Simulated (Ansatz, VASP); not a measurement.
## SiC: VASP beside Ansatz

The input INCAR:

```
PREC = Accurate
ENCUT = 520
EDIFF = 1E-7
ISMEAR = 0
SIGMA = 0.01
LREAL = False
LASPH = True
NELM = 100
ALGO = Normal
ISIF = 2
LWAVE = False
LCHARG = False
GGA = PS
NBANDS = 11
```

File KPOINTS:

```
regular mesh
0
Gamma
  10 10 10
```

The input POSCAR:

```
SiC
1.0
    2.1784146558      2.1784146558      0.0000000000
   -2.1784146558      2.1784146558      0.0000000000
    0.0000000000      2.1784146558      2.1784146558
Si C
1 1
Direct
    0.0000000000      0.0000000000      0.0000000000
    0.7500000000      0.2500000000      0.5000000000
```

Input for Ansatz:

```yaml
crystal:
  lattice:
    - [2.17841465585, 2.17841465585, 0.0]
    - [-2.17841465585, 2.17841465585, 0.0]
    - [0.0, 2.17841465585, 2.17841465585]
  atoms:
    - { symbol: Si, position: [0.0, 0.0, 0.0] }
    - { symbol: C, position: [0.75, 0.25, 0.5] }
kpoints:
  mp_grid: { grid: [10, 10, 10] }
scf:
  occupations: { method: fixed }
  convergence: { dr2_threshold: 1.0e-10 }
hamiltonian:
  xc: pbesol
  pseudopotentials: { kind: all_electron, lapw: { basis_error: 0.0005 } }
output:
  forces: true
  stress: true
  eigenstates:
    kpoints:
      - [0.0, 0.0, 0.0]
      - [-0.5, 0.5, 0.0]
      - [-0.5, -0.5, -0.5]
      - [0.0, 0.0, -0.5]
      - [0.0, -0.5, -0.5]
      - [0.0, 0.5, 0.0]
      - [-0.5, 0.0, 0.0]
      - [-0.5, 0.0, -0.5]
  eigenvalues: true
```

Change from the starting cell: unstrained.

Alike in both runs: task single point; functional PBEsol; k mesh 10 × 10 × 10; no spin polarisation.

|  | VASP | Ansatz |
| --- | --- | --- |
| version | VASP 6.6.1 | Ansatz 0.2.0 |
| potentials or method | VASP PAW PBE potentials, release 64 (Si, C), cutoff 520 eV | all-electron LAPW, scalar-relativistic |
| occupations | gaussian, width 0.01 eV | fixed |

|  | VASP | Ansatz | Ansatz less VASP |
| --- | --- | --- | --- |
| gap on the k mesh at the Fermi level (eV) | 1.23 | 1.24 | +0.010 |
| pressure (GPa) | 0.4 | -0.1 | -0.41 |

VASP's potentials were made for PBE, not for PBEsol. Ansatz ran all-electron here, and VASP with PAW potentials.
